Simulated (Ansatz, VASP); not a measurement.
Rb in VASP and in Ansatz

```
Rb
1.0
     0.00000    3.63988    3.63988
     3.63988    0.00000    3.63988
     3.63988    3.63988    0.00000
Rb
1
Direct
  0.00000 0.00000 0.00000
```

Alike in both runs: task single point; functional PBE; k mesh 4 × 4 × 4; no spin polarisation.

|  | VASP | Ansatz |
| --- | --- | --- |
| version | VASP 6.6.1 | Ansatz 0.2.0 |
| potentials or method | VASP PAW PBE potentials, release 64 (Rb_sv), cutoff 500 eV | scalar-relativistic, plane waves, PAW |
| occupations | methfessel-paxton of order 1, width 0.002 eV | cold, width 0.002 eV |
| valence electrons in the cell | 9 | 9 |

|  | VASP | Ansatz | Ansatz less VASP |
| --- | --- | --- | --- |
| gap on the k mesh at the Fermi level (eV) | none | none | - |
| pressure (GPa) | -0.1 | -0.1 | 0.00 |

A gap of «none» marks a metal or a gap that the smearing closes.

The k mesh is coarse, so the values compare programs but aren't converged.
